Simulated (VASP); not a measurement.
## SnSe: single point with PBEsol

Crystal: SnSe.

```
CELL_PARAMETERS angstrom
0.00000 2.62392 2.62392
2.62392 0.00000 2.62392
2.62392 2.62392 0.00000
ATOMIC_POSITIONS crystal
Sn 0.00000 0.00000 0.00000
Se 0.50000 0.50000 0.50000
```

- Program: VASP 6.6.1
- Task: single point
- Functional: PBEsol
- Potentials or basis: VASP PAW PBE potentials, release 64 (Sn_d, Se)
- Cutoff: 520 eV
- k mesh: 5 × 5 × 5
- Occupations: fermi-dirac, width 0.01 eV
- Spin: no spin polarisation
- Dipole correction: no
- Further INCAR settings: ALGO = Normal; EDIFF = 1e-07; NBANDS = 17

* Pressure: 45.4 GPa

Levels at points of the mesh, in eV from the Fermi level:
| k point | band 6 | band 7 | band 8 | band 9 | band 10 | band 11 | band 12 | band 13 | band 14 | band 15 |
| --- | --- | --- | --- | --- | --- | --- | --- | --- | --- | --- |
| (0.00, 0.00, 0.00) | -18.31 | -4.30 | -4.30 | -4.30 | -3.92 | 4.45 | 4.45 | 4.45 | 5.17 | 5.17 |

Wall time 14 s on 1 thread of Intel Xeon 8259CL, with other jobs on the host, peak memory 0.15 GiB.

Caveat: this odd mesh misses L, where the gap lies, so gap, dielectric constants and Born charges aren't listed; the PAW data sets were made with another functional, which shifts forces and pressure a little; spin-orbit coupling is left out, which moves the levels of the heavy elements.
